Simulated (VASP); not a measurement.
# TiSi16 (a cell with a defect) in VASP: a series of runs

TiSi16 (a cell with a defect) is run at these levels: LDA; tasks: single point.

Program: VASP 6.6.1. These are calculated values, not measurements. Logs are shortened: lines on timing, memory, paths and dates and some standing lists are left out, and cuts for length are marked.

## (1) The cell of the first run

The cell holds a defect, 17 atoms: a = 7.679 Å, b = 7.679 Å, c = 7.679 Å, α = 60.00°, β = 60.00°, γ = 60.00°.

## (2) Single point, LDA

INCAR

```
PREC = Accurate
ENCUT = 520
EDIFF = 1E-6
ISMEAR = -1
SIGMA = 0.05
LREAL = Auto
LASPH = True
NELM = 80
ALGO = Normal
ISIF = 2
LWAVE = False
LCHARG = True
GGA = CA
LELF = True
LVHAR = True
NBANDS = 52
```

KPOINTS

```
regular mesh
0
Gamma
  2 2 2
```

POSCAR

```
TiSi16
1.0
    0.0000000000      5.4300000000      5.4300000000
    5.4300000000      0.0000000000      5.4300000000
    5.4300000000      5.4300000000      0.0000000000
Si Ti
16 1
Direct
   -0.0113075506      0.0112338858     -0.0009576427
    0.1144935543      0.1253775322      0.1418416206
   -0.0134990792     -0.0017127072      0.5011233886
    0.1628084715      0.0608563536      0.6246869245
    0.0106629834      0.4967403315      0.0141252302
    0.1185359116      0.6219613260      0.1565653775
    0.0120902394      0.4272099448      0.5587016575
    0.1191436464      0.6183885820      0.6389594843
    0.4706537753      0.0021086556     -0.0006721915
    0.6122928177      0.1524401473      0.0747237569
    0.5348895028      0.0042633517      0.4588674033
    0.6111786372      0.1600000000      0.6213259669
    0.4893738490      0.5201841621     -0.0133701657
    0.6258931860      0.6326703499      0.1145488029
    0.4832780847      0.5543278085      0.5022651934
    0.6509484346      0.6283517495      0.6202854512
    0.3848618785      0.3696869245      0.3643646409
```

Potentials or basis: VASP PAW LDA potentials, release 64 (Si, Ti_sv).

On the command line:

```bash
$ cat potpaw_LDA.64/Si/POTCAR potpaw_LDA.64/Ti_sv/POTCAR > POTCAR
$ mpirun -np 1 vasp_std > vasp.out
```

OUTCAR:

```text
PREC = Accurate
   ENCUT = 520
   EDIFF = 1E-6
   ISMEAR = -1
   LREAL = Auto
   LASPH = True
   NELM = 80
   ISIF = 2
   GGA = CA

 ion  position               nearest neighbor table
   1  0.989  0.011  0.999-  10 2.38   4 2.40   2 2.40   6 2.45
   2  0.114  0.125  0.142-   9 2.24   3 2.26   5 2.33   1 2.40
   3  0.987  0.998  0.501-   2 2.26   4 2.31  12 2.37   8 2.38
   4  0.163  0.061  0.625-   3 2.31   7 2.33  11 2.38   1 2.40  17 2.90
   5  0.011  0.497  0.014-   2 2.33   8 2.36   6 2.36  14 2.42
   6  0.119  0.622  0.157-  13 2.35   5 2.36   1 2.45   7 2.55  17 2.59
   7  0.012  0.427  0.559-   4 2.33  16 2.33  17 2.40   8 2.41   6 2.55
   8  0.119  0.618  0.639-  15 2.32   5 2.36   3 2.38   7 2.41  17 2.84
   9  0.471  0.002  0.999-   2 2.24  10 2.32  14 2.33  12 2.39
  10  0.612  0.152  0.075-  13 2.32   9 2.32   1 2.38  11 2.43  17 2.77
  11  0.535  0.004  0.459-  17 2.30  16 2.37   4 2.38  10 2.43  12 2.50
  12  0.611  0.160  0.621-   3 2.37   9 2.39  15 2.47  11 2.50  17 2.64
  13  0.489  0.520  0.987-  16 2.31  10 2.32   6 2.35  14 2.37  17 2.38
  14  0.626  0.633  0.115-   9 2.33  13 2.37   5 2.42  15 2.46  17 2.74
  15  0.483  0.554  0.502-  16 2.28   8 2.32  14 2.46  12 2.47  17 2.66
  16  0.651  0.628  0.620-  15 2.28  13 2.31   7 2.33  11 2.37
  17  0.385  0.370  0.364-  11 2.30  13 2.38   7 2.40   6 2.59  12 2.64  15 2.66  14 2.74  10 2.77
                             8 2.84   4 2.90

  LATTYP: Found a face centered cubic cell.
 ALAT       =    10.8600000000

  Lattice vectors:

 A1 = (   0.0000000000,   5.4300000000,   5.4300000000)
 A2 = (   5.4300000000,   0.0000000000,   5.4300000000)
 A3 = (   5.4300000000,   5.4300000000,   0.0000000000)

Analysis of symmetry for initial positions (statically):
=====================================================================
 Subroutine PRICEL returns:
 Original cell was already a primitive cell.

 Routine SETGRP: Setting up the symmetry group for a
 face centered cubic supercell.

 Subroutine GETGRP returns: Found  1 space group operations
 (whereof  1 operations were pure point group operations)
 out of a pool of 48 trial point group operations.

The static configuration has the point symmetry C_1 .

Analysis of symmetry for dynamics (positions and initial velocities):
=====================================================================
 Subroutine PRICEL returns:
 Original cell was already a primitive cell.

 Routine SETGRP: Setting up the symmetry group for a
 face centered cubic supercell.

 Subroutine GETGRP returns: Found  1 space group operations
 (whereof  1 operations were pure point group operations)
 out of a pool of 48 trial point group operations.

The dynamic configuration has the point symmetry C_1 .

 Subroutine INISYM returns: Found  1 space group operations
 (whereof  1 operations are pure point group operations),
 and found     1 'primitive' translations

----------------------------------------------------------------------------------------

                                     Primitive cell

  volume of cell :     320.2060

  direct lattice vectors                    reciprocal lattice vectors
     0.000000000  5.430000000  5.430000000    -0.092081031  0.092081031  0.092081031
     5.430000000  0.000000000  5.430000000     0.092081031 -0.092081031  0.092081031
     5.430000000  5.430000000  0.000000000     0.092081031  0.092081031 -0.092081031

  length of vectors
     7.679179644  7.679179644  7.679179644     0.159489025  0.159489025  0.159489025

  position of ions in fractional coordinates (direct lattice)
     0.988692449  0.011233886  0.999042357
     0.114493554  0.125377532  0.141841621
     0.986500921  0.998287293  0.501123389
     0.162808471  0.060856354  0.624686924
     0.010662983  0.496740331  0.014125230
     0.118535912  0.621961326  0.156565378
[... 9 lines left out ...]
     0.650948435  0.628351749  0.620285451
     0.384861878  0.369686925  0.364364641

  ion indices of the primitive-cell ions
   primitive index   ion index
                 1           1
                 2           2
                 3           3
                 4           4
                 5           5
                 6           6
[... 9 lines left out ...]
                16          16
                17          17

----------------------------------------------------------------------------------------

 KPOINTS: regular mesh

Automatic generation of k-mesh.
 Grid dimensions read from file:
 generate k-points for:    2    2    2

 Generating k-lattice:

  Cartesian coordinates                     Fractional coordinates (reciprocal lattice)
    -0.046040516  0.046040516  0.046040516     0.500000000  0.000000000  0.000000000
     0.046040516 -0.046040516  0.046040516     0.000000000  0.500000000  0.000000000
     0.046040516  0.046040516 -0.046040516     0.000000000  0.000000000  0.500000000

  Length of vectors
     0.079744512  0.079744512  0.079744512

  Shift w.r.t. Gamma in fractional coordinates (k-lattice)
     0.000000000  0.000000000  0.000000000

 Subroutine IBZKPT returns following result:
 ===========================================

 Found      8 irreducible k-points:

 Following reciprocal coordinates:
            Coordinates               Weight
  0.000000  0.000000  0.000000      1.000000
  0.500000  0.000000  0.000000      1.000000
  0.000000  0.500000  0.000000      1.000000
  0.000000  0.000000  0.500000      1.000000
  0.500000  0.500000  0.500000      1.000000
  0.500000  0.500000  0.000000      1.000000
  0.000000  0.500000  0.500000      1.000000
  0.500000  0.000000  0.500000      1.000000
   k-points           NKPTS =      8   k-points in BZ     NKDIM =      8   number of bands    NBANDS=     52
   number of dos      NEDOS =    301   number of ions     NIONS =     17
   total plane-waves  NPLWV = 216000
   dimension x,y,z NGX =    60 NGY =   60 NGZ =   60
   dimension x,y,z NGXF=   120 NGYF=  120 NGZF=  120
   ions per type =              16   1
   NGX,Y,Z   is equivalent  to a cutoff of  12.99, 12.99, 12.99 a.u.
   NGXF,Y,Z  is equivalent  to a cutoff of  25.98, 25.98, 25.98 a.u.
 SYSTEM =  unknown system
   PREC   = accura    normal or accurate (medium, high low for compatibility)
   ISTART =      0    job   : 0-new  1-cont  2-samecut
   ICHARG =      2    charge: 1-file 2-atom 10-const
   ISPIN  =      1    spin polarized calculation?
   LNONCOLLINEAR =      F non collinear calculations
   LSORBIT =      F    spin-orbit coupling
   LASPH  =      T    aspherical Exc in radial PAW
   ENCUT  =  520.0 eV  38.22 Ry    6.18 a.u.  14.28 14.28 14.28*2*pi/ulx,y,z
   NELM   =     80;   NELMIN=  2; NELMDL= -5     # of ELM steps
   EDIFF  = 0.1E-05   stopping-criterion for ELM
   LREAL  =      T    real-space projection
   EDIFFG = 0.1E-04   stopping-criterion for IOM
   NSW    =      0    number of steps for IOM
   IBRION =     -1    ionic relax: 0-MD 1-quasi-New 2-CG
   NFREE  =      0    steps in history (QN), initial steepest desc. (CG)
   ISIF   =      2    stress and relaxation
   ISYM   =      2    0-nonsym 1-usesym 2-fastsym
   POTIM  = 0.5000    time-step for ionic-motion
   TEBEG  =    0.0;   TEEND  =   0.0 temperature during run
   PSTRESS=    0.0 pullay stress
   NELECT =      76.0000    total number of electrons
   NUPDOWN=      -1.0000    fix difference up-down
   EMIN   =  10.00;   EMAX   =-10.00  energy-range for DOS
   EFERMI =   0.00;   METHOD = LEGACY
   ISMEAR =    -1;   SIGMA  =   0.05  broadening in eV -4-tet -1-fermi 0-gaus
   EFERMI_NEDOS =   21; number of points for ismear=-14 and -15
   IALGO  =     38    algorithm
   IMIX   =      4    mixing-type and parameters
     AMIX     =   0.40;   BMIX     =  1.00
     AMIX_MAG =   1.60;   BMIX_MAG =  1.00
  volume/ion in A,a.u.               =      18.84       127.11
  Fermi-wavevector in a.u.,A,eV,Ry     =   1.013607  1.915439 13.978610  1.027399
  Thomas-Fermi vector in A             =   2.146786
   LORBIT       =      0    0 simple, 1 ext, 2 COOP (PROOUT), +10 PAW based schemes
   GGA     = CA    functional components
   LHFCALC =     F    Hartree Fock is set to
   AEXX    =    0.0000 exact exchange contribution
   IVDW    =     0    specifies the selected vdW correction
   LEPSILON=     F    determine dielectric tensor
   LRPA    =     F    only Hartree local field effects (RPA)
 non-spin polarized calculation
  energy-cutoff  :      520.00
  volume of cell :      320.21
 maximum number of plane-waves:      8646
 NGX is ok and might be reduce to    60
   NGX = 29   NGY = 29   NGZ = 29

 number of electron      76.0000000 magnetization

 Free energy of the ion-electron system (eV)
  ---------------------------------------------------
  ext. energy  EPLUGINS =         0.00000000
  ---------------------------------------------------
  free energy    TOTEN  =      -101.14782929 eV

  energy without entropy =     -101.08354553  energy(sigma->0) =     -101.11568741

 E-fermi :   6.7746     XC(G=0):  -9.9465

 val. band max:        6.7732359565   @ k =   0.5000   0.0000   0.5000
 cond. band min:       6.7976538387   @ k =   0.5000   0.5000   0.5000
 fundamental gap:      0.0244178822
 Fermi energy:         6.7745758776

 k-point     1 :       0.0000    0.0000    0.0000
  band No.  band energies     occupation
      1     -49.2073      2.00000
      2     -25.9890      2.00000
      3     -25.9818      2.00000
      4     -25.9488      2.00000
      5      -5.7369      2.00000
      6      -3.5362      2.00000
[... 42 lines left out ...]
     49       8.2737      0.00000
     50       8.3205      0.00000

 k-point     2 :       0.5000    0.0000    0.0000
  band No.  band energies     occupation
      1     -49.2073      2.00000
      2     -25.9891      2.00000
      3     -25.9818      2.00000
      4     -25.9489      2.00000
      5      -5.0548      2.00000
      6      -4.7846      2.00000
[... 42 lines left out ...]
     49       9.3471      0.00000
     50       9.6440      0.00000

 k-point     3 :       0.0000    0.5000    0.0000
  band No.  band energies     occupation
      1     -49.2073      2.00000
      2     -25.9891      2.00000
      3     -25.9818      2.00000
      4     -25.9489      2.00000
      5      -5.0072      2.00000
      6      -4.8427      2.00000
[... 42 lines left out ...]
     49       9.2471      0.00000
     50       9.7082      0.00000

 k-point     4 :       0.0000    0.0000    0.5000
  band No.  band energies     occupation
      1     -49.2073      2.00000
      2     -25.9891      2.00000
      3     -25.9818      2.00000
      4     -25.9489      2.00000
      5      -4.9868      2.00000
      6      -4.8762      2.00000
[... 42 lines left out ...]
     49       9.1954      0.00000
     50       9.7520      0.00000

 k-point     5 :       0.5000    0.5000    0.5000
  band No.  band energies     occupation
      1     -49.2073      2.00000
      2     -25.9891      2.00000
      3     -25.9818      2.00000
      4     -25.9489      2.00000
      5      -4.9962      2.00000
      6      -4.8627      2.00000
[... 42 lines left out ...]
     49       9.2273      0.00000
     50       9.6536      0.00000

 k-point     6 :       0.5000    0.5000    0.0000
  band No.  band energies     occupation
      1     -49.2073      2.00000
      2     -25.9890      2.00000
      3     -25.9818      2.00000
      4     -25.9488      2.00000
      5      -4.7389      2.00000
      6      -4.5673      2.00000
[... 42 lines left out ...]
     49       9.6030      0.00000
     50      10.2724      0.00000

 k-point     7 :       0.0000    0.5000    0.5000
  band No.  band energies     occupation
      1     -49.2073      2.00000
      2     -25.9890      2.00000
      3     -25.9818      2.00000
      4     -25.9488      2.00000
      5      -4.7523      2.00000
      6      -4.5488      2.00000
[... 42 lines left out ...]
     49       9.6345      0.00000
     50      10.3267      0.00000

 k-point     8 :       0.5000    0.0000    0.5000
  band No.  band energies     occupation
      1     -49.2073      2.00000
      2     -25.9890      2.00000
      3     -25.9818      2.00000
      4     -25.9489      2.00000
      5      -4.7680      2.00000
      6      -4.5474      2.00000
[... 42 lines left out ...]
     49       9.6272      0.00000
     50      10.3911      0.00000
 [bands above 50 left out]

------------------------ aborting loop because EDIFF is reached ----------------------------------------

  FORCE on cell =-STRESS in cart. coord.  units (eV):
  Direction    XX          YY          ZZ          XY          YZ          ZX
  --------------------------------------------------------------------------------------
  -------------------------------------------------------------------------------------
  Total       -2.0753534      0.2816503     -1.4877928     -0.7622959      0.4333677     -1.0697215
  in kB      -10.3842027      1.4092605     -7.4442946     -3.8142108      2.1683910     -5.3524400
  external PRESSURE =      -5.4730790 kB  Pullay stress =       0.0000000 kB

 VOLUME and BASIS-vectors are now :
 -----------------------------------------------------------------------------
  energy-cutoff  :      520.00
  volume of cell :      320.21
      direct lattice vectors                 reciprocal lattice vectors
     0.000000000  5.430000000  5.430000000    -0.092081031  0.092081031  0.092081031
     5.430000000  0.000000000  5.430000000     0.092081031 -0.092081031  0.092081031
     5.430000000  5.430000000  0.000000000     0.092081031  0.092081031 -0.092081031

 POSITION                                       TOTAL-FORCE (eV/Angst)
 -----------------------------------------------------------------------------------
      5.48580     10.79340      5.42960        -0.263178      0.356585     -0.120959
      1.45100      1.39190      1.30250        -0.222010     -1.436769     -0.315955
      8.14180      8.07780     10.77740         0.256840      0.446206     -0.694527
      3.72250      4.27610      1.21450         0.496686      0.446601      0.002982
      2.77400      0.13460      2.75520         0.290504     -0.354768     -0.233536
      4.22740      1.49380      4.02090         0.393271     -0.901079     -0.082776
[... 9 lines left out ...]
      6.78010      6.90280      6.94660         0.065009     -0.153114      0.490398
      3.98590      4.06830      4.09720         1.371374      0.414009      0.480147
 -----------------------------------------------------------------------------------
    total drift:                               -0.004687      0.000770      0.014934

  FREE ENERGIE OF THE ION-ELECTRON SYSTEM (eV)
  ---------------------------------------------------
  free  energy   TOTEN  =      -101.1478292891 eV

  energy  without entropy=     -101.0835455343  energy(sigma->0) =     -101.11568741
```

It took 5.1 min on 1 thread of AMD EPYC 7R43 (Zen 3), shared host; peak memory 0.34 GiB.

Results:

```
Free energy            : -101.1478 eV
Pressure               : -0.5 GPa
Largest force          : 1.563 eV/Å
Band gap on the k mesh : zero (band 38 reaches 6.80 eV, above the bottom of band 39 at 6.53 eV)
```

Forces in eV/Å, atoms in the order of the input:
```
Si  -0.263  0.357 -0.121
Si  -0.222 -1.437 -0.316
Si   0.257  0.446 -0.695
Si   0.497  0.447  0.003
Si   0.291 -0.355 -0.234
Si   0.393 -0.901 -0.083
Si   0.711 -0.881  0.235
Si   0.202 -0.234 -0.073
Si  -0.715  0.288  0.972
Si  -0.174  0.913 -0.005
Si  -0.849  1.047 -0.792
Si  -0.019  0.044 -0.217
Si  -0.524 -0.578  0.605
Si   0.174  0.777  0.107
Si  -1.195 -0.193 -0.358
Si   0.065 -0.153  0.490
Ti   1.371  0.414  0.480
```

Caveat: the k points lie up to 0.50 Å⁻¹ apart.

## (3) Single point, LDA

INCAR

```
SYSTEM = TiSi16
ALGO = Normal
EDIFF = 1E-7
ENCUT = 520
ISIF = 2
ISMEAR = -1
LASPH = .True.
LCHARG = .True.
LELF = .True.
LREAL = Auto
LVHAR = .True.
LWAVE = .False.
NBANDS = 52
NELM = 60
PREC = Accurate
SIGMA = 0.05
```

KPOINTS

```
k-points
0
Gamma
  2 2 2
  0 0 0
```

POSCAR

```
TiSi16
1.0
    0.0000000000      5.4300000000      5.4300000000
    5.4300000000      0.0000000000      5.4300000000
    5.4300000000      5.4300000000      0.0000000000
Si Ti
16 1
Direct
    0.0306721915     -0.0088489871     -0.0129373849
    0.1327808471      0.1176058932      0.1170902394
    0.0302486188     -0.0090699816      0.4990331492
    0.1082780847      0.1584622468      0.6280755064
   -0.0282044199      0.5032872928     -0.0163627993
    0.0958011050      0.6410313076      0.0925782689
   -0.0216114180      0.5736003683      0.4693646409
    0.1255064457      0.6205893186      0.6300920810
    0.5133149171      0.0107550645     -0.0017495396
    0.6618416206      0.1006998158      0.1543462247
    0.4826519337     -0.0138305709      0.5491896869
    0.6717311234      0.1079558011      0.6322651934
    0.4934438306      0.5006445672     -0.0128729282
    0.5999539595      0.6275414365      0.1301565378
    0.5186740331      0.4846593002      0.5039594843
    0.6142725599      0.6196685083      0.6237937385
    0.3626243094      0.3577255985      0.3802302026
```

Potentials or basis: VASP PAW LDA potentials, release 64 (Si, Ti_sv).

On the command line:

```bash
$ cat potpaw_LDA.64/Si/POTCAR potpaw_LDA.64/Ti_sv/POTCAR > POTCAR
$ mpirun -np 1 vasp_std > vasp.out
```

Run time: 5 min. Hardware: 1 thread of AMD EPYC 7R43 (Zen 3), shared host; peak memory 0.34 GiB.

Results (log left out):

| Item | Value |
| --- | --- |
| Free energy | -100.6972 eV |
| Pressure | 0.1 GPa |
| Largest force | 1.836 eV/Å |
| Band gap on the k mesh | zero (band 38 reaches 6.87 eV, above the bottom of band 39 at 6.44 eV) |

Forces on the atoms (eV/Å):
```
Si   0.517 -0.662 -0.170
Si   0.820  0.753  1.040
Si  -0.481 -0.182  0.737
Si  -0.256 -0.567 -0.269
Si   0.189  1.098 -1.118
Si  -0.529  1.544 -0.208
Si  -0.659 -0.697 -0.961
Si  -0.366  0.127  1.123
Si   0.475  0.735 -0.467
Si  -0.140 -1.188 -0.742
Si  -0.715  0.634  0.342
Si   0.185 -1.273 -1.094
Si   0.136  0.200 -0.877
Si   0.165 -0.288  0.885
Si  -0.640 -0.903 -0.945
Si   0.610  0.709  1.022
Ti   0.688 -0.039  1.702
```

Stress tensor (GPa, compression positive):
```
 0.32  0.96 -0.28
 0.96 -1.16 -0.19
-0.28 -0.19  1.18
```

Levels at points of the mesh, in eV from the Fermi level:
```
           k point  band 35  band 36  band 37  band 38  band 39  band 40  band 41  band 42
(0.00, 0.00, 0.00)    -0.85    -0.76    -0.47    -0.36    -0.30    -0.11    -0.01     0.29
(0.50, 0.00, 0.00)    -1.29    -1.21    -0.22     0.09     0.28     0.36     0.58     0.63
(0.00, 0.50, 0.00)    -1.26    -0.95    -0.22    -0.07     0.14     0.33     0.48     0.64
(0.00, 0.00, 0.50)    -1.25    -0.98    -0.26    -0.14     0.25     0.40     0.56     0.88
(0.50, 0.50, 0.50)    -1.29    -1.01    -0.28    -0.12    -0.01     0.53     0.76     1.08
(0.50, 0.50, 0.00)    -1.64    -1.49    -0.51    -0.06     0.54     0.89     0.94     1.13
(0.00, 0.50, 0.50)    -1.68    -1.56    -0.46     0.03     0.60     0.84     1.02     1.22
(0.50, 0.00, 0.50)    -1.75    -1.44    -0.52     0.13     0.50     0.62     0.95     1.28
```

Caveat: the k points lie up to 0.50 Å⁻¹ apart.

(Continued in part 2 of 2.)
